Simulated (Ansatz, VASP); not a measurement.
**One calculation of Se, two programs**

File INCAR:

```
SYSTEM = Se
ALGO = Normal
EDIFF = 1E-6
ENCUT = 520
ISIF = 2
ISMEAR = -1
LASPH = .True.
LCHARG = .True.
LELF = .True.
LREAL = .False.
LVHAR = .True.
LWAVE = .False.
NBANDS = 9
NELM = 100
PREC = Accurate
SIGMA = 0.08
```

The input KPOINTS:

```
k-points
0
Gamma
  13 13 13
  0 0 0
```

The input POSCAR:

```
Se
1.0
    2.4351623716      0.0000000000      0.0000000000
    0.0000000000      2.4351623716      0.0000000000
    0.0000000000      0.0000000000      2.4351623716
Se
1
Direct
    0.0000000000      0.0000000000      0.0000000000
```

Input for Ansatz:

```yaml
crystal:
  lattice:
    - [2.4351623716, 0.0, 0.0]
    - [0.0, 2.4351623716, 0.0]
    - [0.0, 0.0, 2.4351623716]
  atoms:
    - { symbol: Se, position: [0.0, 0.0, 0.0] }
kpoints:
  mp_grid: { grid: [13, 13, 13] }
  band_path:
    path:
      - [0.0, 0.0, 0.0]
      - [0.0, 0.5, 0.0]
      - [0.5, 0.5, 0.0]
      - [0.0, 0.0, 0.0]
      - [0.5, 0.5, 0.5]
      - [0.0, 0.5, 0.0]
      - [0.5, 0.5, 0.5]
      - [0.5, 0.5, 0.0]
    npoints: 8
scf:
  occupations: { method: fermi_dirac, width: 0.08 }
hamiltonian:
  xc: lda
  pseudopotentials: { kind: all_electron, lapw: { basis_error: 0.001 } }
output:
  forces: true
  stress: true
  eigenvalues: true
  populations: true
  dos: { projected: true, de: 0.2, e_range: [-14, 8] }
```

Change from the starting cell: volume scaled by 0.68, LAPW.

Alike in both runs: task single point; functional LDA; k mesh 13 × 13 × 13; occupations fermi-dirac, width 0.08 eV; no spin polarisation.

|  | VASP | Ansatz |
| --- | --- | --- |
| version | VASP 6.6.1 | Ansatz 0.2.0 |
| potentials or method | VASP PAW LDA potentials, release 64 (Se), cutoff 520 eV | all-electron LAPW, scalar-relativistic |

Ansatz gave:

- pressure (GPa): 73.1

Task: What did VASP give for the same quantities?

Result: Pressure (GPa): 74.2.

LDA's correlation is that of Perdew and Zunger in VASP and of Perdew and Wang (1992) in Ansatz. Both programs put the cell under a high pressure, so it lies far from rest at this level. Ansatz ran all-electron here, and VASP with PAW potentials.

Noted on VASP's run: the cell as given lies far from equilibrium.
